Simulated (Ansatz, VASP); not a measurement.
ScF3 in VASP and in Ansatz

INCAR

```
PREC     = Accurate       # precision mode
ENCUT    = 520            # plane-wave cutoff, eV
EDIFF    = 1E-7           # SCF threshold, eV
ISMEAR   = 0              # smearing method
SIGMA    = 0.05           # smearing width, eV
LREAL    = False          # projectors in reciprocal space
LASPH    = True           # aspherical terms in the spheres
NELM     = 100            # most SCF steps
ALGO     = Normal         # electronic algorithm
ISIF     = 2              # what is computed and relaxed
LWAVE    = False          # write WAVECAR
LCHARG   = True           # write CHGCAR
LELF     = True           # ELF
LVHAR    = True         
NBANDS   = 24             # bands
```

The input KPOINTS:

```
regular mesh
0
Gamma
  6 6 6
```

File POSCAR:

```
ScF3
1.0
    4.3589119803      0.0000000000      0.0000000000
    0.0000000000      4.3589119803      0.0000000000
    0.0000000000      0.0000000000      3.3999513446
Sc F
1 3
Direct
    0.0000000000      0.0000000000      0.0000000000
    0.5000000000      0.0000000000      0.0000000000
    0.0000000000      0.5000000000      0.0000000000
    0.0000000000      0.0000000000      0.5000000000
```

Input for Ansatz:

```yaml
crystal:
  lattice:
    - [4.3589119803, 0.0, 0.0]
    - [0.0, 4.3589119803, 0.0]
    - [0.0, 0.0, 3.3999513446]
  atoms:
    - { symbol: Sc, position: [0.0, 0.0, 0.0] }
    - { symbol: F, position: [0.5, 0.0, 0.0] }
    - { symbol: F, position: [0.0, 0.5, 0.0] }
    - { symbol: F, position: [0.0, 0.0, 0.5] }
basis:
  ecutwfc: 420
kpoints:
  mp_grid: { grid: [6, 6, 6] }
hamiltonian:
  xc: lda
scf:
  occupations: { method: gaussian, width: 0.05 }
output:
  forces: true
  stress: true
  eigenvalues: true
```

Alike in both runs: task single point; functional LDA; k mesh 6 × 6 × 6; occupations gaussian, width 0.05 eV; no spin polarisation.

|  | VASP | Ansatz |
| --- | --- | --- |
| version | VASP 6.6.1 | Ansatz 0.2.0 |
| potentials or method | VASP PAW LDA potentials, release 64 (Sc_sv, F), cutoff 520 eV | scalar-relativistic, plane waves, PAW |
| valence electrons in the cell | 32 | 32 |

|  | VASP | Ansatz | Ansatz less VASP |
| --- | --- | --- | --- |
| gap on the k mesh at the Fermi level (eV) | 5.31 | 5.32 | +0.012 |
| least direct gap on the mesh (eV) | 5.56 | 5.58 | +0.013 |
| pressure (GPa) | 13.4 | 12.4 | -1.01 |
| traceless stress, the component that is largest in VASP (GPa) | 60.43 | 58.84 | -1.587 |

LDA's correlation is that of Perdew and Zunger in VASP and of Perdew and Wang (1992) in Ansatz.
